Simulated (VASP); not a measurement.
Input of a VASP 6.6.1 run:

File INCAR:

```
SYSTEM = Bi
  PREC = Accurate
  ENCUT = 600
  EDIFF = 1E-7
  ISMEAR = -1
  SIGMA = 0.1
  LREAL = .False.
  LASPH = .True.
  NELM = 100
  ALGO = Normal
  ISIF = 3
  LWAVE = .False.
  LCHARG = .False.
  GGA = PE
  IBRION = 2
  NSW = 60
  EDIFFG = -0.005
  PSTRESS = 440.0
```

The input KPOINTS:

```
regular mesh
0
Gamma
  15 15 15
  0 0 0
```

File POSCAR:

```
Bi
1.0
   -1.7655371219      1.7655371219      1.7655371219
    1.7655371219     -1.7655371219      1.7655371219
    1.7655371219      1.7655371219     -1.7655371219
Bi
1
Direct
    0.0000000000      0.0000000000      0.0000000000
```

Potentials or basis: VASP PAW PBE potentials, release 64 (Bi_d).

Launch:

```bash
$ cat potpaw_PBE.64/Bi_d/POTCAR > POTCAR
$ mpirun -np 1 vasp_std > vasp.out
```

What does it give for the relaxed volume?

21.97 Å³/atom.

Predict the relaxed cell.

a = 3.056 Å, b = 3.056 Å, c = 3.056 Å, α = 109.47°, β = 109.47°, γ = 109.47°.

The path:
```csv
step,energy change (eV),largest force (eV/Å),pressure (GPa),volume (Å³)
1,0.0000,0.0000,43.56,22.01
2,0.0528,0.0000,45.56,21.82
3,0.0113,0.0000,44.01,21.97
```

Caveat: the cell is relaxed towards a set pressure, so the enthalpy falls and the energy may rise.
